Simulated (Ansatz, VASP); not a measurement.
Two plane-wave programs on Ru

The input INCAR:

```
PREC = Accurate
ENCUT = 500
EDIFF = 1E-6
ISMEAR = 0
SIGMA = 0.1
LREAL = False
LASPH = True
NELM = 120
ALGO = Normal
ISIF = 2
LWAVE = False
LCHARG = True
GGA = PE
IVDW = 12
LELF = True
LVHAR = True
NBANDS = 21
GGA_COMPAT = False
```

The input KPOINTS:

```
Automatic mesh
0
Gamma
  6 6 4
```

The input POSCAR:

```
Ru
1.0
    2.7057993342      0.0000000000      0.0000000000
   -1.3528996671      2.3432909610      0.0000000000
    0.0000000000      0.0000000000      4.2819000000
Ru
2
Direct
    0.3333333333      0.6666666667      0.2500000000
    0.6666666667      0.3333333333      0.7500000000
```

Input for Ansatz:

```yaml
crystal:
  lattice:
    - [2.7057993342, 0.0, 0.0]
    - [-1.3528996671, 2.343290961, 0.0]
    - [0.0, 0.0, 4.2819]
  atoms:
    - { symbol: Ru, position: [0.3333333333, 0.6666666667, 0.25] }
    - { symbol: Ru, position: [0.6666666667, 0.3333333333, 0.75] }
basis:
  ecutwfc: 420
kpoints:
  mp_grid: { grid: [6, 6, 4] }
hamiltonian:
  xc: pbe
  dispersion: d3bj
scf:
  occupations: { method: gaussian, width: 0.1 }
output:
  forces: true
  stress: true
  eigenvalues: true
```

Alike in both runs: task single point; functional PBE; dispersion D3(BJ); k mesh 6 × 6 × 4; occupations gaussian, width 0.1 eV; no spin polarisation.

|  | VASP | Ansatz |
| --- | --- | --- |
| version | VASP 6.6.1 | Ansatz 0.2.0 |
| potentials or method | VASP PAW PBE potentials, release 64 (Ru_pv), cutoff 500 eV | scalar-relativistic, plane waves, PAW |
| valence electrons in the cell | 28 | 32 |

|  | VASP | Ansatz | Ansatz less VASP |
| --- | --- | --- | --- |
| gap on the k mesh at the Fermi level (eV) | none | none | - |
| pressure (GPa) | -2.4 | -2.3 | +0.05 |
| traceless stress, the component that is largest in VASP (GPa) | -4.02 | -4.04 | -0.020 |

A gap of «none» marks a metal or a gap that the smearing closes. VASP's potentials hold 28 valence electrons a cell and Ansatz's 32, so a difference there can come from the potentials and not from the codes.

The k mesh is coarse, so the values compare programs but aren't converged.
